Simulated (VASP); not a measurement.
Set up this calculation in VASP 6.6.1, as the native input.

```
Task                   : single point
Functional             : PBE
Potentials or basis    : VASP PAW PBE potentials, release 64 (Ba_sv, O_h, Al, Na_sv)
Cutoff                 : 1000 eV
k mesh                 : 1 × 1 × 1
Occupations            : fermi-dirac, width 0.05 eV
Spin                   : no spin polarisation
Dipole correction      : no
Further INCAR settings : LREAL = Auto; ALGO = Normal; EDIFF = 1e-06; NBANDS = 92; ISYM = 0
```

The structure of Ba5Na4Al2O10 lies in POSCAR:

```
Ba5Na4Al2O10
1.0
    6.9327090000     -0.0765500000      0.0671430000
   -0.0765500000      7.2143380000     -0.0554530000
    0.0671430000     -0.0554530000      6.7389310000
Ba O Al Na
5 10 2 4
Direct
    0.7309021450      0.9132770476      0.2578895658
    0.4259670473      0.6333730872      0.8962680776
    0.9548317638      0.6651128948      0.8294927246
    0.4423970859      0.0850734556      0.6621853987
    0.9496725659      0.1282396717      0.6815483657
    0.1985484926      0.0921512595      0.3745774994
    0.7026230720      0.4089171520      0.8545390154
    0.1101710056      0.4541491623      0.5706268133
    0.4538124029      0.5548737142      0.2906818731
    0.2561533022      0.7875642147      0.6247075237
    0.7053327322      0.8278392188      0.6620870599
    0.6918673165      0.1959221830      0.4060448795
    0.4041472309      0.9516853498      0.0497053836
    0.0966606414      0.7074861359      0.2223458206
    0.9902318943      0.0310093563      0.0339156792
    0.1803211840      0.9535196703      0.1683516601
    0.2337009033      0.6201260943      0.4277035145
    0.7392225533      0.4467207752      0.1605175045
    0.0268331063      0.3097601046      0.2882805109
    0.4109254681      0.2516174483      0.2129726768
    0.6715570131      0.5070529977      0.5374284523
```

These files were run (other wordings do the same):

INCAR

```
SYSTEM = Ba5Na4Al2O10
ALGO = Normal
EDIFF = 1E-6
ENCUT = 1000
GGA = PE
GGA_COMPAT = .False.
ISIF = 2
ISMEAR = -1
ISYM = 0
LASPH = .True.
LCHARG = .False.
LREAL = Auto
LWAVE = .False.
NBANDS = 92
NELM = 120
PREC = Accurate
SIGMA = 0.05
```

KPOINTS

```
k-points
0
Gamma
  1 1 1
  0 0 0
```

Potentials or basis: VASP PAW PBE potentials, release 64 (Ba_sv, O_h, Al, Na_sv).

Launch:

```sh
$ cat potpaw_PBE.64/Ba_sv/POTCAR potpaw_PBE.64/O_h/POTCAR potpaw_PBE.64/Al/POTCAR potpaw_PBE.64/Na_sv/POTCAR > POTCAR
$ mpirun -np 1 vasp_gam > vasp.out
```

Results of the run:

The pressure is 9.4 GPa and the largest force is 1.999 eV/Å.

Caveat: the k points lie up to 0.93 Å⁻¹ apart, too coarse for converged energies, forces and pressures; the atoms stand as in a frame of molecular dynamics.

It took 120 s on 1 thread of Intel(R) Xeon(R) Platinum 8488C (Sapphire Rapids), with other jobs on the host, peak memory 0.79 GiB.
